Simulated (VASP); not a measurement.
Set up this calculation in VASP 6.6.1, as the native input.

```yaml
Task: single point
Functional: PBE
Potentials_or_basis: VASP PAW PBE potentials, release 64 (Tl_d, Pd, Cl)
Cutoff: 520 eV
k_mesh: 4 × 4 × 4
Occupations: gaussian, width 0.1 eV
Spin: no spin polarisation
Dipole_correction: no
Further_INCAR_settings: ALGO = Normal; EDIFF = 1e-06; NBANDS = 30
```

The structure of TlPdCl3 lies in POSCAR:

```
TlPdCl3
1.0
    4.6069915000      0.0000000000      0.0000000000
    0.0000000000      4.6069915000      0.0000000000
    0.0000000000      0.0000000000      4.6069915000
Tl Pd Cl
1 1 3
Direct
    0.5000000000      0.5000000000      0.5000000000
    0.0000000000      0.0000000000      0.0000000000
    0.0000000000      0.5000000000      0.5000000000
    0.5000000000      0.0000000000      0.5000000000
    0.5000000000      0.5000000000      0.0000000000
```

The cell was generated, and may not be a known phase.

These files were run (other wordings do the same):

INCAR

```
PREC     = Accurate       # precision mode
ENCUT    = 520            # plane-wave cutoff, eV
EDIFF    = 1E-6           # SCF threshold, eV
ISMEAR   = 0              # smearing method
SIGMA    = 0.1            # smearing width, eV
LREAL    = F              # projectors in reciprocal space
LASPH    = T              # aspherical terms in the spheres
NELM     = 100            # most SCF steps
ALGO     = Normal         # electronic algorithm
ISIF     = 2              # what is computed and relaxed
LWAVE    = F              # write WAVECAR
LCHARG   = F              # write CHGCAR
GGA      = PE             # functional
NBANDS   = 30             # bands
```

KPOINTS

```
regular mesh
0
Gamma
  4 4 4
```

Potentials or basis: VASP PAW PBE potentials, release 64 (Tl_d, Pd, Cl).

The run is started by

```bash
$ cat potpaw_PBE.64/Tl_d/POTCAR potpaw_PBE.64/Pd/POTCAR potpaw_PBE.64/Cl/POTCAR > POTCAR
$ mpirun -np 1 vasp_std > vasp.out
```

It gave:

The pressure is 33.6 GPa. The band gap on the k mesh is zero (bands 22 and 23 overlap by 0.51 eV).

Caveat: the cell stands under pressure; spin-orbit coupling is left out, which moves the levels of the heavy elements.

It took 40 s on 1 thread of Intel Xeon 8259CL (shared host), peak memory 0.22 GiB.
